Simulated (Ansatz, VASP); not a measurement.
**PtSe2: VASP beside Ansatz**

```
CELL_PARAMETERS angstrom
3.83921 0.01845 0.07470
-1.90362 3.26225 -0.02803
0.09549 0.01375 4.72801
ATOMIC_POSITIONS crystal
Pt 0.00237 0.00155 0.99897
Se 0.33017 0.66577 0.26590
Se 0.66746 0.33269 0.73513
```

Change from the starting cell: cell sheared at random, sigma 0.01, atoms nudged by 0.01 Å.

Alike in both runs: task single point; functional PBE; dispersion D3(BJ); k mesh 12 × 12 × 8; occupations gaussian, width 0.15 eV; no spin polarisation.

|  | VASP | Ansatz |
| --- | --- | --- |
| version | VASP 6.6.1 | Ansatz 0.2.0 |
| potentials or method | VASP PAW PBE potentials, release 64 (Pt, Se), cutoff 520 eV | scalar-relativistic, plane waves, PAW |
| valence electrons in the cell | 22 | 50 |

```csv
,VASP,Ansatz,Ansatz less VASP
gap on the k mesh at the Fermi level (eV),none,none,-
pressure (GPa),-0.6,-0.6,+0.03
"traceless stress, the component that is largest in VASP (GPa)",-2.76,-2.77,-0.004
rms of the force components (eV/Å),0.134,0.133,-0.0010
```

Atom by atom the forces differ by 0.003 eV/Å (rms over components). A gap of «none» marks a metal or a gap that the smearing closes. VASP's potentials hold 22 valence electrons a cell and Ansatz's 50, so a difference there can come from the potentials and not from the codes.

Spin-orbit coupling is off throughout.
